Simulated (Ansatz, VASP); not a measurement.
Two plane-wave programs on MgMnNbO4

```
Nb Mn Mg O
1.0
    -2.07135    2.07353    4.71290
     2.07135   -2.07353    4.71290
     2.07135    2.07353   -4.71290
Nb Mn Mg O
1 1 1 4
Cartesian
  0.0000 0.0000 0.0012
  0.0000 2.0735 2.3479
  2.0713 0.0000 2.3602
  0.0000 0.0000 7.3097
  2.0713 0.0000 0.1213
  0.0000 0.0000 2.1186
  2.0713 0.0000 4.5927
```

Alike in both runs: task single point; functional PBE; k mesh 9 × 9 × 9; occupations fermi-dirac, width 0.05 eV; collinear spin.

```csv
,VASP,Ansatz
version,VASP 6.6.1,Ansatz 0.2.0
potentials or method,"VASP PAW PBE potentials, release 64 (Nb_sv, Mn_pv, Mg, O)",Ansatz PAW
plane-wave cutoff (eV),600,420
valence electrons in the cell,52,62
```

VASP gave:

| Property | Result |
| --- | --- |
| gap on the k mesh at the Fermi level (eV) | none |
| pressure (GPa) | -2.8 |
| traceless stress, the component that is largest in VASP (GPa) | 0.96 |
| rms of the force components (eV/Å) | 0.083 |
| net moment per atom (μB) | 0.54 |
| size of the moment on the site where the two differ most (μB) | 4.16 |

Question: Which values does Ansatz return?

Answer: gap on the k mesh at the Fermi level (eV): none; pressure (GPa): -2.4; traceless stress, the component that is largest in VASP (GPa): 1.05; rms of the force components (eV/Å): 0.085; net moment per atom (μB): 0.54; size of the moment on the site where the two differ most (μB): 3.77.

Site moments also hang on the region over which each program counts them. Atom by atom the forces differ by 0.006 eV/Å (rms over components). A gap of «none» marks a metal or a gap that the smearing closes. VASP's potentials hold 52 valence electrons a cell and Ansatz's 62, so a difference there can come from the potentials and not from the codes.
